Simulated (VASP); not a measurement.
A run of VASP 6.6.1 is set up as follows.

The input INCAR:

```
SYSTEM = Tl
PREC     = Accurate       ! precision mode
ENCUT    = 520            ! plane-wave cutoff, eV
EDIFF    = 1E-6           ! SCF threshold, eV
ISMEAR   = -1             ! smearing method
SIGMA    = 0.05           ! smearing width, eV
LREAL    = .False.        ! projectors in reciprocal space
LASPH    = .True.         ! aspherical terms in the spheres
NELM     = 80             ! most SCF steps
ALGO     = Fast           ! electronic algorithm
ISIF     = 2              ! what is computed and relaxed
LWAVE    = .False.        ! write WAVECAR
LCHARG   = .False.        ! write CHGCAR
GGA      = PS             ! functional
NBANDS   = 12             ! bands
```

KPOINTS

```
Automatic mesh
0
Gamma
  6 6 6
  0 0 0
```

POSCAR

```
Tl
1.0
   -1.9559951735      1.9559951735      1.9559951735
    1.9559951735     -1.9559951735      1.9559951735
    1.9559951735      1.9559951735     -1.9559951735
Tl
1
Direct
    0.0000000000      0.0000000000      0.0000000000
```

Potentials or basis: VASP PAW PBE potentials, release 64 (Tl_d).

Run with:

```sh
$ cat potpaw_PBE.64/Tl_d/POTCAR > POTCAR
$ mpirun -np 1 vasp_std > vasp.out
```

Question: What does it give for the pressure?

Answer: -1.4 GPa.

Caveat: the k points lie up to 0.38 Å⁻¹ apart; the PAW data sets were made with another functional, which shifts forces and pressure a little.
